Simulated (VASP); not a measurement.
# Si (Pm-3m) in VASP: a series of runs

Runs on Si. Level: PBE. Tasks: single point.

All numbers are computed with VASP 6.6.1; they aren't measurements. Logs are shortened: lines on timing, memory, paths and dates and some standing lists are left out, and cuts for length are marked.

## (1) The cell of the first run

The structure is cubic, space group Pm-3m (No. 221). Conventional cell: a = 2.549 Å, b = 2.549 Å, c = 2.549 Å, α = 90.00°, β = 90.00°, γ = 90.00°. Within 3.4 Å of Si (site symmetry m-3m) lie 6 Si at 2.55 Å.

This isn't the form of Si at room conditions, which is diamond.

## (2) Single point, PBE

INCAR

```
  ALGO = Normal
  EDIFF = 1E-6
  ENCUT = 500
  GGA = PE
  GGA_COMPAT = False
  ISIF = 2
  ISMEAR = -1
  LASPH = True
  LCHARG = True
  LELF = True
  LREAL = False
  LVHAR = True
  LWAVE = False
  NBANDS = 8
  NELM = 120
  PREC = Accurate
  SIGMA = 0.06122561905347299
```

KPOINTS

```
k-points
0
Gamma
  43 43 43
```

POSCAR

```
Si
1.0
    2.5486696328      0.0000000000      0.0000000000
    0.0000000000      2.5486696328      0.0000000000
    0.0000000000      0.0000000000      2.5486696328
Si
1
Direct
    0.0000000000      0.0000000000      0.0000000000
```

Potentials or basis: VASP PAW PBE potentials, release 64 (Si).

The run is started by

```
> cat potpaw_PBE.64/Si/POTCAR > POTCAR
> mpirun -np 1 vasp_std > vasp.out
```

OUTCAR:

```text
EDIFF = 1E-6
   ENCUT = 500
   GGA = PE
   ISIF = 2
   ISMEAR = -1
   LASPH = True
   LREAL = False
   NELM = 120
   PREC = Accurate

 ion  position               nearest neighbor table
   1  0.000  0.000  0.000-

  LATTYP: Found a simple cubic cell.
 ALAT       =     2.5486696328

  Lattice vectors:

 A1 = (   2.5486696328,   0.0000000000,   0.0000000000)
 A2 = (   0.0000000000,   2.5486696328,   0.0000000000)
 A3 = (   0.0000000000,   0.0000000000,   2.5486696328)

Analysis of symmetry for initial positions (statically):
=====================================================================
 Subroutine PRICEL returns:
 Original cell was already a primitive cell.

 Routine SETGRP: Setting up the symmetry group for a
 simple cubic supercell.

 Subroutine GETGRP returns: Found 48 space group operations
 (whereof 48 operations were pure point group operations)
 out of a pool of 48 trial point group operations.

The static configuration has the point symmetry O_h .

Analysis of symmetry for dynamics (positions and initial velocities):
=====================================================================
 Subroutine PRICEL returns:
 Original cell was already a primitive cell.

 Routine SETGRP: Setting up the symmetry group for a
 simple cubic supercell.

 Subroutine GETGRP returns: Found 48 space group operations
 (whereof 48 operations were pure point group operations)
 out of a pool of 48 trial point group operations.

The dynamic configuration has the point symmetry O_h .

 Subroutine INISYM returns: Found 48 space group operations
 (whereof 48 operations are pure point group operations),
 and found     1 'primitive' translations

----------------------------------------------------------------------------------------

                                     Primitive cell

  volume of cell :      16.5554

  direct lattice vectors                    reciprocal lattice vectors
     2.548669633  0.000000000  0.000000000     0.392361563  0.000000000  0.000000000
     0.000000000  2.548669633  0.000000000     0.000000000  0.392361563  0.000000000
     0.000000000  0.000000000  2.548669633     0.000000000  0.000000000  0.392361563

  length of vectors
     2.548669633  2.548669633  2.548669633     0.392361563  0.392361563  0.392361563

  position of ions in fractional coordinates (direct lattice)
     0.000000000  0.000000000  0.000000000

  ion indices of the primitive-cell ions
   primitive index   ion index
                 1           1

----------------------------------------------------------------------------------------

 KPOINTS: k-points

Automatic generation of k-mesh.
 Grid dimensions read from file:
 generate k-points for:   43   43   43

 Generating k-lattice:

  Cartesian coordinates                     Fractional coordinates (reciprocal lattice)
     0.009124688  0.000000000  0.000000000     0.023255814  0.000000000  0.000000000
     0.000000000  0.009124688  0.000000000     0.000000000  0.023255814  0.000000000
     0.000000000  0.000000000  0.009124688     0.000000000  0.000000000  0.023255814

  Length of vectors
     0.009124688  0.009124688  0.009124688

  Shift w.r.t. Gamma in fractional coordinates (k-lattice)
     0.000000000  0.000000000  0.000000000

 Subroutine IBZKPT returns following result:
 ===========================================

 Found   2024 irreducible k-points:

 Following reciprocal coordinates:
            Coordinates               Weight
  0.000000  0.000000  0.000000      1.000000
  0.023256  0.000000  0.000000      6.000000
  0.046512  0.000000  0.000000      6.000000
  0.069767  0.000000  0.000000      6.000000
  0.093023  0.000000  0.000000      6.000000
  0.116279  0.000000  0.000000      6.000000
[... 16 lines left out ...]
  0.023256  0.023256  0.000000     12.000000
  0.046512  0.023256  0.000000     24.000000
 [... further k-points ...]
   k-points           NKPTS =   2024   k-points in BZ     NKDIM =   2024   number of bands    NBANDS=      8
   number of dos      NEDOS =    301   number of ions     NIONS =      1
   total plane-waves  NPLWV =   8000
   dimension x,y,z NGX =    20 NGY =   20 NGZ =   20
   dimension x,y,z NGXF=    40 NGYF=   40 NGZF=   40
   ions per type =               1
   NGX,Y,Z   is equivalent  to a cutoff of  13.05, 13.05, 13.05 a.u.
   NGXF,Y,Z  is equivalent  to a cutoff of  26.09, 26.09, 26.09 a.u.
 SYSTEM =  unknown system
   PREC   = accura    normal or accurate (medium, high low for compatibility)
   ISTART =      0    job   : 0-new  1-cont  2-samecut
   ICHARG =      2    charge: 1-file 2-atom 10-const
   ISPIN  =      1    spin polarized calculation?
   LNONCOLLINEAR =      F non collinear calculations
   LSORBIT =      F    spin-orbit coupling
   LASPH  =      T    aspherical Exc in radial PAW
   ENCUT  =  500.0 eV  36.75 Ry    6.06 a.u.   4.65  4.65  4.65*2*pi/ulx,y,z
   NELM   =    120;   NELMIN=  2; NELMDL= -5     # of ELM steps
   EDIFF  = 0.1E-05   stopping-criterion for ELM
   LREAL  =      F    real-space projection
   EDIFFG = 0.1E-04   stopping-criterion for IOM
   NSW    =      0    number of steps for IOM
   IBRION =     -1    ionic relax: 0-MD 1-quasi-New 2-CG
   NFREE  =      0    steps in history (QN), initial steepest desc. (CG)
   ISIF   =      2    stress and relaxation
   ISYM   =      2    0-nonsym 1-usesym 2-fastsym
   POTIM  = 0.5000    time-step for ionic-motion
   TEBEG  =    0.0;   TEEND  =   0.0 temperature during run
   PSTRESS=    0.0 pullay stress
   NELECT =       4.0000    total number of electrons
   NUPDOWN=      -1.0000    fix difference up-down
   EMIN   =  10.00;   EMAX   =-10.00  energy-range for DOS
   EFERMI =   0.00;   METHOD = LEGACY
   ISMEAR =    -1;   SIGMA  =   0.06  broadening in eV -4-tet -1-fermi 0-gaus
   EFERMI_NEDOS =   21; number of points for ismear=-14 and -15
   IALGO  =     38    algorithm
   IMIX   =      4    mixing-type and parameters
     AMIX     =   0.40;   BMIX     =  1.00
     AMIX_MAG =   1.60;   BMIX_MAG =  1.00
  volume/ion in A,a.u.               =      16.56       111.72
  Fermi-wavevector in a.u.,A,eV,Ry     =   1.019643  1.926845 14.145582  1.039671
  Thomas-Fermi vector in A             =   2.153168
   LORBIT       =      0    0 simple, 1 ext, 2 COOP (PROOUT), +10 PAW based schemes
   GGA     = PE    functional components
   LHFCALC =     F    Hartree Fock is set to
   AEXX    =    0.0000 exact exchange contribution
   IVDW    =     0    specifies the selected vdW correction
   LEPSILON=     F    determine dielectric tensor
   LRPA    =     F    only Hartree local field effects (RPA)
 non-spin polarized calculation
  energy-cutoff  :      500.00
  volume of cell :       16.56
 maximum number of plane-waves:       445
 NGX is ok and might be reduce to    20
   NGX =  9   NGY =  9   NGZ =  9

 number of electron       4.0000000 magnetization

 Free energy of the ion-electron system (eV)
  ---------------------------------------------------
  ext. energy  EPLUGINS =         0.00000000
  ---------------------------------------------------
  free energy    TOTEN  =        -5.07416769 eV

  energy without entropy =       -5.06883476  energy(sigma->0) =       -5.07150123

 E-fermi :   8.0021     XC(G=0): -10.5290

 val. band max:        8.0010969942   @ k =   0.2326   0.1163   0.0233
 cond. band min:       8.0035577631   @ k =   0.4419   0.3721   0.1628
 fundamental gap:      0.0024607688
 Fermi energy:         8.0021048119

 k-point     1 :       0.0000    0.0000    0.0000
  band No.  band energies     occupation
      1      -5.0086      2.00000
      2      15.4352      0.00000
      3      15.4352      0.00000
      4      15.5395      0.00000
      5      15.5395      0.00000
      6      15.5395      0.00000
      7      23.4080      0.00000
      8      32.4184      0.00000

 k-point     2 :       0.0233    0.0000    0.0000
  band No.  band energies     occupation
      1      -4.9968      2.00000
      2      14.7038      0.00000
      3      15.4448      0.00000
      4      15.5493      0.00000
      5      15.5493      0.00000
      6      16.2535      0.00000
      7      23.4513      0.00000
      8      32.3292      0.00000

 k-point     3 :       0.0465    0.0000    0.0000
  band No.  band energies     occupation
      1      -4.9614      2.00000
      2      13.9130      0.00000
      3      15.4735      0.00000
      4      15.5786      0.00000
      5      15.5786      0.00000
      6      16.9902      0.00000
      7      23.5825      0.00000
      8      32.0472      0.00000

 k-point     4 :       0.0698    0.0000    0.0000
  band No.  band energies     occupation
      1      -4.9023      2.00000
      2      13.1181      0.00000
      3      15.5211      0.00000
      4      15.6274      0.00000
      5      15.6274      0.00000
      6      17.6905      0.00000
      7      23.8045      0.00000
      8      31.6320      0.00000

 k-point     5 :       0.0930    0.0000    0.0000
  band No.  band energies     occupation
      1      -4.8197      2.00000
      2      12.3245      0.00000
      3      15.5874      0.00000
      4      15.6956      0.00000
      5      15.6956      0.00000
      6      18.3443      0.00000
      7      24.1207      0.00000
      8      31.1193      0.00000
[... 177 lines left out ...]
 k-point    22 :       0.4884    0.0000    0.0000
  band No.  band energies     occupation
      1      -0.5508      2.00000
      2       1.6549      2.00000
      3      18.0035      0.00000
      4      18.8038      0.00000
      5      18.8038      0.00000
      6      22.4812      0.00000
      7      22.4812      0.00000
      8      24.9091      0.00000

 k-point    23 :       0.0233    0.0233    0.0000
  band No.  band energies     occupation
      1      -4.9850      2.00000
      2      14.5567      0.00000
      3      14.9224      0.00000
      4      15.5591      0.00000
      5      16.0152      0.00000
      6      16.4596      0.00000
      7      23.4938      0.00000
      8      32.2290      0.00000

 k-point    24 :       0.0465    0.0233    0.0000
  band No.  band energies     occupation
      1      -4.9495      2.00000
      2      13.8856      0.00000
      3      14.8479      0.00000
      4      15.5884      0.00000
      5      16.1340      0.00000
      6      17.0925      0.00000
      7      23.6226      0.00000
      8      31.9553      0.00000

 [... further k-points ...]

------------------------ aborting loop because EDIFF is reached ----------------------------------------

  FORCE on cell =-STRESS in cart. coord.  units (eV):
  Direction    XX          YY          ZZ          XY          YZ          ZX
  --------------------------------------------------------------------------------------
  -------------------------------------------------------------------------------------
  Total       -0.2038322     -0.2038322     -0.2038322     -0.0000000      0.0000000      0.0000000
  in kB      -19.7261663    -19.7261663    -19.7261663     -0.0000000      0.0000000      0.0000000
  external PRESSURE =     -19.7261663 kB  Pullay stress =       0.0000000 kB

 VOLUME and BASIS-vectors are now :
 -----------------------------------------------------------------------------
  energy-cutoff  :      500.00
  volume of cell :       16.56
      direct lattice vectors                 reciprocal lattice vectors
     2.548669633  0.000000000  0.000000000     0.392361563  0.000000000  0.000000000
     0.000000000  2.548669633  0.000000000     0.000000000  0.392361563  0.000000000
     0.000000000  0.000000000  2.548669633     0.000000000  0.000000000  0.392361563

 POSITION                                       TOTAL-FORCE (eV/Angst)
 -----------------------------------------------------------------------------------
      0.00000      0.00000      0.00000         0.000000      0.000000      0.000000
 -----------------------------------------------------------------------------------
    total drift:                               -0.000000     -0.000000      0.000000

  FREE ENERGIE OF THE ION-ELECTRON SYSTEM (eV)
  ---------------------------------------------------
  free  energy   TOTEN  =        -5.0741676935 eV

  energy  without entropy=       -5.0688347643  energy(sigma->0) =       -5.07150123
```

Run time: 1.9 min. Hardware: 1 thread of Intel Xeon Platinum 8488C (Sapphire Rapids), shared host; peak memory 0.3 GiB.

Results:

* Free energy: -5.0742 eV
* Pressure: -2.0 GPa
* Band gap on the k mesh: zero (bands 2 and 3 overlap by 10.13 eV)

[end of part 1 of 2]
